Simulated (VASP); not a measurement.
Input of a VASP 6.6.1 run:

File INCAR:

```
SYSTEM = Hg
ALGO = Normal
EDIFF = 1E-7
EDIFFG = -0.005
ENCUT = 600
GGA = PS
IBRION = 2
ISIF = 3
ISMEAR = -1
LASPH = .True.
LCHARG = .False.
LREAL = .False.
LWAVE = .False.
NELM = 80
NSW = 32
PREC = Accurate
PSTRESS = 2300.0
SIGMA = 0.05
```

The input KPOINTS:

```
k-points
0
Gamma
  18 18 16
  0 0 0
```

File POSCAR:

```
Hg
1.0
    2.4686923177      0.0000000000      0.0000000000
   -1.2343461588      2.1379502612      0.0000000000
    0.0000000000      0.0000000000      2.3846400928
Hg
1
Direct
    0.0000000000      0.0000000000      0.0000000000
```

Potentials or basis: VASP PAW PBE potentials, release 64 (Hg).

Launch:

```bash
$ cat potpaw_PBE.64/Hg/POTCAR > POTCAR
$ mpirun -np 1 vasp_std > vasp.out
```

(1) Estimate the band gap on the k mesh.

(2) Predict the space group after relaxing (to 0.05 Å).

(3) Estimate the relaxed volume.

(4) What does it give for the relaxed cell?

## Answers

(1) zero (band 6 reaches 14.81 eV, above the bottom of band 7 at 9.28 eV).

(2) P6/mmm (No. 191).

(3) 12.76 Å³/atom.

(4) a = 2.480 Å, b = 2.480 Å, c = 2.395 Å, α = 90.00°, β = 90.00°, γ = 120.00°.

Caveat: the cell is relaxed towards a set pressure, so the enthalpy falls and the energy may rise; the PAW data sets were made with another functional, which shifts forces and pressure a little; spin-orbit coupling is left out, which moves the levels of the heavy elements.
